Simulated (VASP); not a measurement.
InPd, 2 atoms in the cell. The structure is cubic, space group Pm-3m (No. 221). Conventional cell: a = 3.267 Å, b = 3.267 Å, c = 3.267 Å, α = 90.00°, β = 90.00°, γ = 90.00°. Within 3.7 Å of In (site symmetry m-3m) lie 8 Pd at 2.83 Å and 6 In at 3.27 Å. Within 3.7 Å of Pd (site symmetry m-3m) lie 8 In at 2.83 Å and 6 Pd at 3.27 Å. 

```yaml
Program: VASP 6.6.1
Task: single point
Functional: r2SCAN
Potentials_or_basis: VASP PAW PBE potentials, release 64 (In_d, Pd)
Cutoff: 520 eV
k_mesh: 14 × 14 × 14
Occupations: fermi-dirac, width 0.1 eV
Spin: no spin polarisation
Dipole_correction: no
Further_INCAR_settings: ALGO = Normal; EDIFF = 1e-06; NBANDS = 18
```

Potentials or basis: VASP PAW PBE potentials, release 64 (In_d, Pd).

Launch:

```sh
$ cat potpaw_PBE.64/In_d/POTCAR potpaw_PBE.64/Pd/POTCAR > POTCAR
$ cp INCAR.step1 INCAR
$ mpirun -np 1 vasp_std > vasp.out
$ cp INCAR.step2 INCAR
$ mpirun -np 1 vasp_std > vasp.out
```

Hardware: 1 thread of Intel Xeon 8259CL (shared host).

Task: How long does it take, and how much memory?

Result: It took 3.3 min on 1 thread of Intel Xeon 8259CL, with other jobs on the host, peak memory 0.2 GiB. Counts: k points 120.
